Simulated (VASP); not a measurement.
A run of VASP 6.6.1:

The input INCAR:

```
SYSTEM = W
ALGO     = Normal         ! electronic algorithm
EDIFF    = 1E-6           ! SCF threshold, eV
EDIFFG   = -0.01          ! ionic threshold
ENCUT    = 600            ! plane-wave cutoff, eV
GGA      = CA             ! functional
IBRION   = 2              ! ionic algorithm
ISIF     = 3              ! what is computed and relaxed
ISMEAR   = -1             ! smearing method
LASPH    = .True.         ! aspherical terms in the spheres
LCHARG   = .False.        ! write CHGCAR
LREAL    = .False.        ! projectors in reciprocal space
LWAVE    = .False.        ! write WAVECAR
NELM     = 80             ! most SCF steps
NSW      = 80             ! ionic steps
PREC     = Accurate       ! precision mode
SIGMA    = 0.1            ! smearing width, eV
```

The input KPOINTS:

```
k-points
0
Gamma
  8 8 11
  0 0 0
```

Contents of POSCAR:

```
W
1.0
    4.4740055658      0.0000000000      0.0000000000
   -2.2370027829      3.8746024767      0.0000000000
    0.0000000000      0.0000000000      2.7425654118
W
3
Direct
    0.0000000000      0.0000000000      0.0000000000
    0.3333333333      0.6666666667      0.5000000000
    0.6666666667      0.3333333333      0.5000000000
```

Potentials or basis: VASP PAW LDA potentials, release 64 (W_sv).

The run is started by

```sh
$ cat potpaw_LDA.64/W_sv/POTCAR > POTCAR
$ mpirun -np 1 vasp_std > vasp.out
```

Hardware: 1 thread of Intel(R) Xeon(R) 6975P-C (Granite Rapids), on a shared host.

Task: Estimate the wall time of this run.

Result: Run time: 2.3 min on 1 thread of Intel(R) Xeon(R) 6975P-C (Granite Rapids), with other jobs on the host, peak memory 0.2 GiB. Counts: scf iterations 58, k points 60, ion steps 7.
